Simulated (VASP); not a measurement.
Here is a VASP 6.6.1 calculation.

File INCAR:

```
SYSTEM = BP
PREC     = Accurate       ! precision mode
ENCUT    = 520            ! plane-wave cutoff, eV
EDIFF    = 1E-7           ! SCF threshold, eV
ISMEAR   = 1              ! smearing method
SIGMA    = 0.5            ! smearing width, eV
LREAL    = .False.        ! projectors in reciprocal space
LASPH    = .True.         ! aspherical terms in the spheres
NELM     = 60             ! most SCF steps
ALGO     = Normal         ! electronic algorithm
ISIF     = 2              ! what is computed and relaxed
LWAVE    = .False.        ! write WAVECAR
LCHARG   = .False.        ! write CHGCAR
GGA      = PE             ! functional
NBANDS   = 11             ! bands
```

KPOINTS

```
Automatic mesh
0
Gamma
  6 6 6
  0 0 0
```

Contents of POSCAR:

```
BP
1.0
    0.0000000000      2.2683155501      2.2683155501
    2.2683155501      0.0000000000      2.2683155501
    2.2683155501      2.2683155501      0.0000000000
B P
1 1
Direct
    0.0000000000      0.0000000000      0.0000000000
    0.2500000000      0.2500000000      0.2500000000
```

Potentials or basis: VASP PAW PBE potentials, release 64 (B, P).

The run is started by

```sh
$ cat potpaw_PBE.64/B/POTCAR potpaw_PBE.64/P/POTCAR > POTCAR
$ mpirun -np 1 vasp_std > vasp.out
```

(1) Predict the band gap on the k mesh.

(2) Predict the pressure.

## Answers

(1) 1.33 eV, indirect (least direct gap 3.40 eV).

(2) 1.2 GPa.
